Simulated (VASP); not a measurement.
# Rb2SrTe2 (P4/mmm) in VASP: a series of runs

Rb2SrTe2 is run at these levels: PBE; tasks: single point.

All numbers are computed with VASP 6.6.1; they aren't measurements. Logs are shortened: lines on timing, memory, paths and dates and some standing lists are left out, and cuts for length are marked.

**1. The cell of the first run**

It takes space group P4/mmm (No. 123, tetragonal). Conventional cell: a = 6.626 Å, b = 6.626 Å, c = 12.502 Å, α = 90.00°, β = 90.00°, γ = 90.00°. Within 4.3 Å of Rb (site symmetry 4/mmm) lie 2 Te at 3.23 Å. Within 4.0 Å of Sr (site symmetry 4/mmm) lie 2 Te at 3.02 Å. Te (site symmetry 4mm) has 1 Sr at 3.02 Å and 1 Rb at 3.23 Å within 4.0 Å.

**2. Single point, PBE**

INCAR

```
  ALGO = Normal
  EDIFF = 1E-6
  ENCUT = 520
  GGA = PE
  ISIF = 2
  ISMEAR = 0
  LASPH = T
  LCHARG = T
  LELF = T
  LREAL = F
  LVHAR = T
  LWAVE = F
  NBANDS = 28
  NELM = 100
  PREC = Accurate
  SIGMA = 0.01
```

KPOINTS

```
k-points
0
Gamma
  6 6 4
```

POSCAR

```
Rb2SrTe2
1.0
    6.6260708422      0.0000000000      0.0000000000
    0.0000000000      6.6260708422      0.0000000000
    0.0000000000      0.0000000000     12.5022980702
Rb Sr Te
2 1 2
Direct
    0.0000000000      0.0000000000      0.5000000000
    0.5000000000      0.5000000000      0.5000000000
    0.0000000000      0.0000000000      0.0000000000
    0.0000000000      0.0000000000      0.2415416533
    0.0000000000      0.0000000000      0.7584583467
```

Potentials or basis: VASP PAW PBE potentials, release 64 (Rb_sv, Sr_sv, Te).

Command:

```
cat potpaw_PBE.64/Rb_sv/POTCAR potpaw_PBE.64/Sr_sv/POTCAR potpaw_PBE.64/Te/POTCAR > POTCAR
mpirun -np 1 vasp_std > vasp.out
```

OUTCAR:

```text
EDIFF = 1E-6
   ENCUT = 520
   GGA = PE
   ISIF = 2
   ISMEAR = 0
   LASPH = T
   LREAL = F
   NELM = 100
   PREC = Accurate

 ion  position               nearest neighbor table
   1  0.000  0.000  0.500-   4 3.23   5 3.23   2 4.69   2 4.69   2 4.69   2 4.69
   2  0.500  0.500  0.500-   1 4.69   1 4.69   1 4.69   1 4.69
   3  0.000  0.000  0.000-   4 3.02   5 3.02
   4  0.000  0.000  0.242-   3 3.02   1 3.23
   5  0.000  0.000  0.758-   3 3.02   1 3.23

  LATTYP: Found a simple tetragonal cell.
 ALAT       =     6.6260708422
 C/A-ratio  =     1.8868343499

  Lattice vectors:

 A1 = (   6.6260708422,   0.0000000000,   0.0000000000)
 A2 = (   0.0000000000,   6.6260708422,   0.0000000000)
 A3 = (   0.0000000000,   0.0000000000,  12.5022980702)

Analysis of symmetry for initial positions (statically):
=====================================================================
 Subroutine PRICEL returns:
 Original cell was already a primitive cell.

 Routine SETGRP: Setting up the symmetry group for a
 simple tetragonal supercell.

 Subroutine GETGRP returns: Found 16 space group operations
 (whereof 16 operations were pure point group operations)
 out of a pool of 16 trial point group operations.

The static configuration has the point symmetry D_4h.

Analysis of symmetry for dynamics (positions and initial velocities):
=====================================================================
 Subroutine PRICEL returns:
 Original cell was already a primitive cell.

 Routine SETGRP: Setting up the symmetry group for a
 simple tetragonal supercell.

 Subroutine GETGRP returns: Found 16 space group operations
 (whereof 16 operations were pure point group operations)
 out of a pool of 16 trial point group operations.

The dynamic configuration has the point symmetry D_4h.

 Subroutine INISYM returns: Found 16 space group operations
 (whereof 16 operations are pure point group operations),
 and found     1 'primitive' translations

----------------------------------------------------------------------------------------

                                     Primitive cell

  volume of cell :     548.9111

  direct lattice vectors                    reciprocal lattice vectors
     6.626070842  0.000000000  0.000000000     0.150919002  0.000000000  0.000000000
     0.000000000  6.626070842  0.000000000     0.000000000  0.150919002  0.000000000
     0.000000000  0.000000000 12.502298070     0.000000000  0.000000000  0.079985295

  length of vectors
     6.626070842  6.626070842 12.502298070     0.150919002  0.150919002  0.079985295

  position of ions in fractional coordinates (direct lattice)
     0.000000000  0.000000000  0.500000000
     0.500000000  0.500000000  0.500000000
     0.000000000  0.000000000  0.000000000
     0.000000000  0.000000000  0.241541653
     0.000000000  0.000000000  0.758458347

  ion indices of the primitive-cell ions
   primitive index   ion index
                 1           1
                 2           2
                 3           3
                 4           4
                 5           5

----------------------------------------------------------------------------------------

 KPOINTS: k-points

Automatic generation of k-mesh.
 Grid dimensions read from file:
 generate k-points for:    6    6    4

 Generating k-lattice:

  Cartesian coordinates                     Fractional coordinates (reciprocal lattice)
     0.025153167  0.000000000  0.000000000     0.166666667  0.000000000  0.000000000
     0.000000000  0.025153167  0.000000000     0.000000000  0.166666667  0.000000000
     0.000000000  0.000000000  0.019996324     0.000000000  0.000000000  0.250000000

  Length of vectors
     0.025153167  0.025153167  0.019996324

  Shift w.r.t. Gamma in fractional coordinates (k-lattice)
     0.000000000  0.000000000  0.000000000

 Subroutine IBZKPT returns following result:
 ===========================================

 Found     30 irreducible k-points:

 Following reciprocal coordinates:
            Coordinates               Weight
  0.000000  0.000000  0.000000      1.000000
  0.166667  0.000000  0.000000      4.000000
  0.333333  0.000000  0.000000      4.000000
  0.500000  0.000000  0.000000      2.000000
  0.166667  0.166667  0.000000      4.000000
  0.333333  0.166667  0.000000      8.000000
[... 16 lines left out ...]
  0.333333  0.000000  0.500000      4.000000
  0.500000  0.000000  0.500000      2.000000
 [... further k-points ...]
   k-points           NKPTS =     30   k-points in BZ     NKDIM =     30   number of bands    NBANDS=     28
   number of dos      NEDOS =    301   number of ions     NIONS =      5
   total plane-waves  NPLWV = 240000
   dimension x,y,z NGX =    50 NGY =   50 NGZ =   96
   dimension x,y,z NGXF=   100 NGYF=  100 NGZF=  192
   ions per type =               2   1   2
   NGX,Y,Z   is equivalent  to a cutoff of  12.54, 12.54, 12.77 a.u.
   NGXF,Y,Z  is equivalent  to a cutoff of  25.09, 25.09, 25.53 a.u.
 SYSTEM =  unknown system
   PREC   = accura    normal or accurate (medium, high low for compatibility)
   ISTART =      0    job   : 0-new  1-cont  2-samecut
   ICHARG =      2    charge: 1-file 2-atom 10-const
   ISPIN  =      1    spin polarized calculation?
   LNONCOLLINEAR =      F non collinear calculations
   LSORBIT =      F    spin-orbit coupling
   LASPH  =      T    aspherical Exc in radial PAW
   ENCUT  =  520.0 eV  38.22 Ry    6.18 a.u.  12.32 12.32 23.25*2*pi/ulx,y,z
   NELM   =    100;   NELMIN=  2; NELMDL= -5     # of ELM steps
   EDIFF  = 0.1E-05   stopping-criterion for ELM
   LREAL  =      F    real-space projection
   EDIFFG = 0.1E-04   stopping-criterion for IOM
   NSW    =      0    number of steps for IOM
   IBRION =     -1    ionic relax: 0-MD 1-quasi-New 2-CG
   NFREE  =      0    steps in history (QN), initial steepest desc. (CG)
   ISIF   =      2    stress and relaxation
   ISYM   =      2    0-nonsym 1-usesym 2-fastsym
   POTIM  = 0.5000    time-step for ionic-motion
   TEBEG  =    0.0;   TEEND  =   0.0 temperature during run
   PSTRESS=    0.0 pullay stress
   NELECT =      40.0000    total number of electrons
   NUPDOWN=      -1.0000    fix difference up-down
   EMIN   =  10.00;   EMAX   =-10.00  energy-range for DOS
   EFERMI =   0.00;   METHOD = LEGACY
   ISMEAR =     0;   SIGMA  =   0.01  broadening in eV -4-tet -1-fermi 0-gaus
   EFERMI_NEDOS =   21; number of points for ismear=-14 and -15
   IALGO  =     38    algorithm
   IMIX   =      4    mixing-type and parameters
     AMIX     =   0.40;   BMIX     =  1.00
     AMIX_MAG =   1.60;   BMIX_MAG =  1.00
  volume/ion in A,a.u.               =     109.78       740.85
  Fermi-wavevector in a.u.,A,eV,Ry     =   0.683797  1.292190  6.361798  0.467579
  Thomas-Fermi vector in A             =   1.763265
   LORBIT       =      0    0 simple, 1 ext, 2 COOP (PROOUT), +10 PAW based schemes
   GGA     = PE    functional components
   LHFCALC =     F    Hartree Fock is set to
   AEXX    =    0.0000 exact exchange contribution
   IVDW    =     0    specifies the selected vdW correction
   LEPSILON=     F    determine dielectric tensor
   LRPA    =     F    only Hartree local field effects (RPA)
 non-spin polarized calculation
 Gauss-broadening in eV      SIGMA  =   0.01
  energy-cutoff  :      520.00
  volume of cell :      548.91
 maximum number of plane-waves:     14846
 NGX is ok and might be reduce to    50
   NGX = 25   NGY = 25   NGZ = 47

 number of electron      40.0000002 magnetization

 Free energy of the ion-electron system (eV)
  ---------------------------------------------------
  ext. energy  EPLUGINS =         0.00000000
  ---------------------------------------------------
  free energy    TOTEN  =       -11.31088568 eV

  energy without entropy =      -11.31088568  energy(sigma->0) =      -11.31088568

 E-fermi :  -1.3308     XC(G=0):  -4.3967

 val. band max:       -1.4076118470   @ k =   0.5000   0.0000   0.0000
 cond. band min:      -1.1387537778   @ k =   0.0000   0.0000   0.0000
 fundamental gap:      0.2688580692
 Fermi energy:        -1.3308492740

 k-point     1 :       0.0000    0.0000    0.0000
  band No.  band energies     occupation
      1     -37.4236      2.00000
      2     -30.9993      2.00000
      3     -28.8518      2.00000
      4     -19.5416      2.00000
      5     -19.5416      2.00000
      6     -19.2217      2.00000
[... 20 lines left out ...]
     27       2.1265      0.00000
     28       2.1266      0.00000

 k-point     2 :       0.1667    0.0000    0.0000
  band No.  band energies     occupation
      1     -37.4236      2.00000
      2     -30.9993      2.00000
      3     -28.8518      2.00000
      4     -19.5417      2.00000
      5     -19.5416      2.00000
      6     -19.2217      2.00000
[... 20 lines left out ...]
     27       2.0564      0.00000
     28       2.0814      0.00000

 k-point     3 :       0.3333    0.0000    0.0000
  band No.  band energies     occupation
      1     -37.4236      2.00000
      2     -30.9993      2.00000
      3     -28.8518      2.00000
      4     -19.5418      2.00000
      5     -19.5416      2.00000
      6     -19.2217      2.00000
[... 20 lines left out ...]
     27       1.9047      0.00000
     28       1.9325      0.00000

 k-point     4 :       0.5000    0.0000    0.0000
  band No.  band energies     occupation
      1     -37.4236      2.00000
      2     -30.9993      2.00000
      3     -28.8518      2.00000
      4     -19.5419      2.00000
      5     -19.5416      2.00000
      6     -19.2217      2.00000
[... 578 lines left out ...]
     27       1.9509      0.00000
     28       2.0682      0.00000

 k-point    23 :       0.3333    0.0000    0.5000
  band No.  band energies     occupation
      1     -37.4236      2.00000
      2     -30.9993      2.00000
      3     -28.8518      2.00000
      4     -19.5418      2.00000
      5     -19.5416      2.00000
      6     -19.2217      2.00000
[... 20 lines left out ...]
     27       1.9614      0.00000
     28       1.9784      0.00000

 k-point    24 :       0.5000    0.0000    0.5000
  band No.  band energies     occupation
      1     -37.4236      2.00000
      2     -30.9993      2.00000
      3     -28.8518      2.00000
      4     -19.5419      2.00000
      5     -19.5416      2.00000
      6     -19.2217      2.00000
[... 20 lines left out ...]
     27       2.0119      0.00000
     28       2.0488      0.00000

 [... further k-points ...]

------------------------ aborting loop because EDIFF is reached ----------------------------------------

  FORCE on cell =-STRESS in cart. coord.  units (eV):
  Direction    XX          YY          ZZ          XY          YZ          ZX
  --------------------------------------------------------------------------------------
  -------------------------------------------------------------------------------------
  Total       -0.0306427     -0.0306427      0.3365839      0.0000000     -0.0000000      0.0000000
  in kB       -0.0894408     -0.0894408      0.9824306      0.0000000     -0.0000000      0.0000000
  external PRESSURE =       0.2678497 kB  Pullay stress =       0.0000000 kB

 VOLUME and BASIS-vectors are now :
 -----------------------------------------------------------------------------
  energy-cutoff  :      520.00
  volume of cell :      548.91
      direct lattice vectors                 reciprocal lattice vectors
     6.626070842  0.000000000  0.000000000     0.150919002  0.000000000  0.000000000
     0.000000000  6.626070842  0.000000000     0.000000000  0.150919002  0.000000000
     0.000000000  0.000000000 12.502298070     0.000000000  0.000000000  0.079985295

 POSITION                                       TOTAL-FORCE (eV/Angst)
 -----------------------------------------------------------------------------------
      0.00000      0.00000      6.25115         0.000000      0.000000      0.000000
      3.31304      3.31304      6.25115         0.000000      0.000000      0.000000
      0.00000      0.00000      0.00000         0.000000      0.000000      0.000000
      0.00000      0.00000      3.01983        -0.000000     -0.000000      0.012768
      0.00000      0.00000      9.48247         0.000000     -0.000000     -0.012768
 -----------------------------------------------------------------------------------
    total drift:                                0.000000      0.000000      0.000000

  FREE ENERGIE OF THE ION-ELECTRON SYSTEM (eV)
  ---------------------------------------------------
  free  energy   TOTEN  =       -11.3108856812 eV

  energy  without entropy=      -11.3108856812  energy(sigma->0) =      -11.31088568
```

Run time: 4.6 min. Hardware: 1 thread of Intel Xeon 6975P-C (Granite Rapids), shared host; peak memory 0.85 GiB.

Results:

```yaml
Free_energy: -11.3109 eV
Pressure: 0.0 GPa
Largest_force: 0.013 eV/Å
Band_gap_on_the_k_mesh: 0.27 eV, indirect (least direct gap 0.29 eV)
```

Forces in eV/Å, atoms in the order of the input:
```
Rb   0.000  0.000  0.000
Rb   0.000  0.000  0.000
Sr   0.000  0.000  0.000
Te   0.000  0.000  0.013
Te   0.000  0.000 -0.013
```

Stress tensor (GPa, compression positive):
```
-0.01  0.00  0.00
 0.00 -0.01  0.00
 0.00  0.00  0.10
```

Caveat: spin-orbit coupling is left out, which moves the levels of the heavy elements.

**3. Single point, PBE**

This run uses another cell than the first one, of 104.63 Å³/atom, 0.953 times its volume.

INCAR

```
PREC = Accurate
ENCUT = 520
EDIFF = 1E-6
ISMEAR = 0
SIGMA = 0.1
LREAL = F
LASPH = T
NELM = 100
ALGO = Normal
ISIF = 2
LWAVE = F
LCHARG = F
GGA = PE
NBANDS = 28
```

KPOINTS

```
Automatic mesh
0
Gamma
  4 4 2
```

POSCAR

```
Rb2SrTe2
1.0
    6.4709300170      0.0000000000      0.0000000000
    0.0000000000      6.4709300170      0.0000000000
    0.0000000000      0.0000000000     12.4934596317
Rb Sr Te
2 1 2
Direct
    0.0000000000      0.0000000000      0.5000000000
    0.5000000000      0.5000000000      0.5000000000
    0.0000000000      0.0000000000      0.0000000000
    0.0000000000      0.0000000000      0.2419145323
    0.0000000000      0.0000000000      0.7580854677
```

Potentials or basis: VASP PAW PBE potentials, release 64 (Rb_sv, Sr_sv, Te).

Command:

```
cat potpaw_PBE.64/Rb_sv/POTCAR potpaw_PBE.64/Sr_sv/POTCAR potpaw_PBE.64/Te/POTCAR > POTCAR
mpirun -np 1 vasp_std > vasp.out
```

It took 1.8 min on 1 thread of Intel Xeon 6975P-C (Granite Rapids), shared host; peak memory 0.6 GiB.

The run converged. Its results:

```yaml
Free_energy: -11.2977 eV
Pressure: 0.1 GPa
Band_gap_on_the_k_mesh: 0.23 eV, indirect (least direct gap 0.25 eV)
```

Forces on the atoms (eV/Å):
```
Rb   0.000  0.000  0.000
Rb   0.000  0.000  0.000
Sr   0.000  0.000  0.000
Te   0.000  0.000 -0.002
Te   0.000  0.000  0.002
```

Levels at points of the mesh, in eV from the valence-band top:
| k point | band 16 | band 17 | band 18 | band 19 | band 20 | band 21 | band 22 | band 23 | band 24 | band 25 |
| --- | --- | --- | --- | --- | --- | --- | --- | --- | --- | --- |
| (0.00, 0.00, 0.00) | -0.23 | -0.23 | -0.09 | -0.03 | -0.03 | 0.23 | 1.48 | 2.17 | 2.86 | 2.93 |
| (0.50, 0.00, 0.00) | -0.46 | -0.41 | -0.20 | -0.06 | 0.00 | 1.28 | 1.49 | 2.07 | 3.07 | 3.20 |
| (0.50, 0.50, 0.00) | -0.43 | -0.43 | -0.28 | -0.28 | -0.03 | 1.49 | 2.26 | 2.52 | 2.52 | 2.73 |
| (0.00, 0.00, 0.50) | -0.84 | -0.18 | -0.18 | -0.09 | -0.09 | 0.43 | 1.38 | 2.18 | 2.91 | 3.22 |
| (0.50, 0.00, 0.50) | -0.68 | -0.50 | -0.37 | -0.15 | -0.06 | 1.23 | 1.68 | 1.92 | 2.97 | 3.30 |
| (0.50, 0.50, 0.50) | -0.64 | -0.39 | -0.39 | -0.32 | -0.32 | 1.50 | 2.40 | 2.44 | 2.44 | 2.68 |

Caveat: spin-orbit coupling is left out, which moves the levels of the heavy elements. A k mesh can miss the band edges.

(Part 1 of 2 ends here.)
